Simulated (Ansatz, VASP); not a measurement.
Two plane-wave programs on TePb

The input POSCAR:

```
TePb
1.0
    5.4984073724     -0.0412380553      0.0000000000
   -2.7849168897      4.7823794925      0.0000000000
    0.0000000000      0.0000000000      6.5753564412
Pb Te
2 2
Direct
    0.3339429062      0.6667004219     -0.0620494153
    0.6660570938      0.3332995781      0.4379505847
    0.3355116362      0.6667153657      0.4370494153
    0.6644883638      0.3332846343      0.9370494153
```

Contents of INCAR.step1:

```
SYSTEM = TePb
PREC = Accurate
ENCUT = 520
ISMEAR = 0
SIGMA = 0.01
LREAL = .False.
LASPH = .True.
NELM = 100
NBANDS = 28
GGA = PE
ALGO = Normal
EDIFF = 1E-4
LWAVE = .True.
LCHARG = .False.
```

File INCAR.step2:

```
SYSTEM = TePb
PREC = Accurate
ENCUT = 520
EDIFF = 1E-7
ISMEAR = 0
SIGMA = 0.01
LREAL = .False.
LASPH = .True.
NELM = 100
ALGO = Normal
ISIF = 2
LWAVE = .False.
LCHARG = .True.
METAGGA = R2SCAN
LMIXTAU = .True.
LELF = .True.
LVHAR = .True.
NBANDS = 28
ISTART = 1
```

Contents of KPOINTS:

```
regular mesh
0
Gamma
  6 6 4
  0 0 0
```

Input for Ansatz:

```yaml
crystal:
  lattice:
    - [5.4984073724, -0.0412380553, 0.0]
    - [-2.7849168897, 4.7823794925, 0.0]
    - [0.0, 0.0, 6.5753564412]
  atoms:
    - { symbol: Pb, position: [0.3339429062, 0.6667004219, -0.0620494153] }
    - { symbol: Pb, position: [0.6660570938, 0.3332995781, 0.4379505847] }
    - { symbol: Te, position: [0.3355116362, 0.6667153657, 0.4370494153] }
    - { symbol: Te, position: [0.6644883638, 0.3332846343, 0.9370494153] }
kpoints:
  mp_grid: { grid: [6, 6, 4] }
  band_path:
    path:
      - [0.0, 0.0, 0.0]
      - [0.5, 0.0, 0.0]
      - [0.3333333333, 0.3333333333, 0.0]
      - [0.0, 0.0, 0.5]
      - [0.5, 0.0, 0.5]
      - [0.3333333333, 0.3333333333, 0.5]
    npoints: 1
hamiltonian:
  xc: r2scan
scf:
  occupations: { method: fixed }
  n_extra_bands: 5
output:
  forces: true
  stress: true
  eigenvalues: true
```

Change from the starting cell: shear_xy strain -1.5%.

Alike in both runs: task single point; functional r2SCAN; k mesh 6 × 6 × 4; no spin polarisation.

|  | VASP | Ansatz |
| --- | --- | --- |
| version | VASP 6.6.1 | Ansatz 0.2.0 |
| potentials or method | VASP PAW PBE potentials, release 64 (Pb_d, Te) | plane waves, PAW |
| plane-wave cutoff (eV) | 520 | 500 |
| occupations | gaussian, width 0.01 eV | fixed |
| valence electrons in the cell | 40 | 60 |

|  | VASP | Ansatz | Ansatz less VASP |
| --- | --- | --- | --- |
| gap on the k mesh at the Fermi level (eV) | 1.39 | 1.39 | +0.001 |
| pressure (GPa) | 0.0 | 0.0 | +0.01 |

VASP's potentials were made for PBE, not for r2SCAN. VASP's potentials hold 40 valence electrons a cell and Ansatz's 60, so a difference there can come from the potentials and not from the codes.

Neither program's run includes spin-orbit coupling.
